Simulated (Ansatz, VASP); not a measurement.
**One calculation of SiC, two programs**

INCAR

```
SYSTEM = SiC
PREC = Accurate
ENCUT = 600
EDIFF = 1E-6
ISMEAR = -1
SIGMA = 0.1
LREAL = .False.
LASPH = .True.
NELM = 60
ALGO = Normal
ISIF = 3
LWAVE = .False.
LCHARG = .False.
GGA = PE
IBRION = 2
NSW = 60
EDIFFG = -0.005
```

KPOINTS

```
Automatic mesh
0
Gamma
  16 16 16
  0 0 0
```

File POSCAR:

```
SiC
1.0
    0.0000000000      2.1544346900      2.1544346900
    2.1544346900      0.0000000000      2.1544346900
    2.1544346900      2.1544346900      0.0000000000
Si C
1 1
Direct
    0.0000000000      0.0000000000      0.0000000000
    0.5000000000      0.5000000000      0.5000000000
```

Input for Ansatz:

```yaml
crystal:
  lattice:
    - [0.0, 2.15443469, 2.15443469]
    - [2.15443469, 0.0, 2.15443469]
    - [2.15443469, 2.15443469, 0.0]
  atoms:
    - { symbol: Si, position: [0.0, 0.0, 0.0] }
    - { symbol: C, position: [0.5, 0.5, 0.5] }
kpoints:
  mp_grid: { grid: [16, 16, 16] }
scf:
  occupations: { method: fermi_dirac, width: 0.1 }
hamiltonian:
  xc: pbe
  pseudopotentials: { kind: paw }
output:
  forces: true
  stress: true
relax:
  f_tol: 0.005
  max_steps: 40
  cell: {}
```

Alike in both runs: task relaxation of cell and atoms; functional PBE; k mesh 16 × 16 × 16; occupations fermi-dirac, width 0.1 eV; no spin polarisation.

|  | VASP | Ansatz |
| --- | --- | --- |
| version | VASP 6.6.1 | Ansatz 0.2.0 |
| potentials or method | VASP PAW PBE potentials, release 64 (Si, C) | PAW with Ansatz's default frozen-core files, scalar-relativistic |
| plane-wave cutoff (eV) | 600 | 420 |
| valence electrons in the cell | 8 | 8 |

|  | VASP | Ansatz | Ansatz less VASP |
| --- | --- | --- | --- |
| relaxed volume (Å³/atom) | 8.35 | 8.36 | +0.002 |
| relaxed cell length with the largest relative difference (Å) | 2.870 | 2.870 | +0.0002 |

Noted on VASP's run: the volume moved by over 15 % at a fixed basis, so the end points are rough.
